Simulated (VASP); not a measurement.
MgI2, 3 atoms in the cell. The structure is trigonal, space group P-3m1 (No. 164). The conventional cell has a = 4.157 Å, b = 4.157 Å, c = 6.873 Å, α = 90.00°, β = 90.00°, γ = 120.00°. Mg (site symmetry -3m) has 6 I at 2.92 Å within 3.8 Å. I (site symmetry 3m) has 3 Mg at 2.92 Å within 3.8 Å. 

| Property | Result |
| --- | --- |
| Program | VASP 6.6.1 |
| Task | single point |
| Functional | PBE |
| Potentials or basis | VASP PAW PBE potentials, release 64 (Mg, I) |
| Cutoff | 520 eV |
| k mesh | 12 × 12 × 4 |
| Occupations | fermi-dirac, width 0.02 eV |
| Spin | no spin polarisation |
| Dipole correction | no |
| Further INCAR settings | ALGO = Normal; EDIFF = 1e-06; NBANDS = 15 |

Potentials or basis: VASP PAW PBE potentials, release 64 (Mg, I).

Command:

```bash
$ cat potpaw_PBE.64/Mg/POTCAR potpaw_PBE.64/I/POTCAR > POTCAR
$ mpirun -np 1 vasp_std > vasp.out
```

Hardware: 1 thread of Intel(R) Xeon(R) Platinum 8259CL CPU @ 2.50GHz (Skylake/Cascade Lake), with other jobs on the host.

Task: How long does it take, and how much memory?

Result: It took 72 s on 1 thread of Intel(R) Xeon(R) Platinum 8259CL CPU @ 2.50GHz (Skylake/Cascade Lake) (shared host), peak memory 0.29 GiB. Counts: scf iterations 12, k points 69.
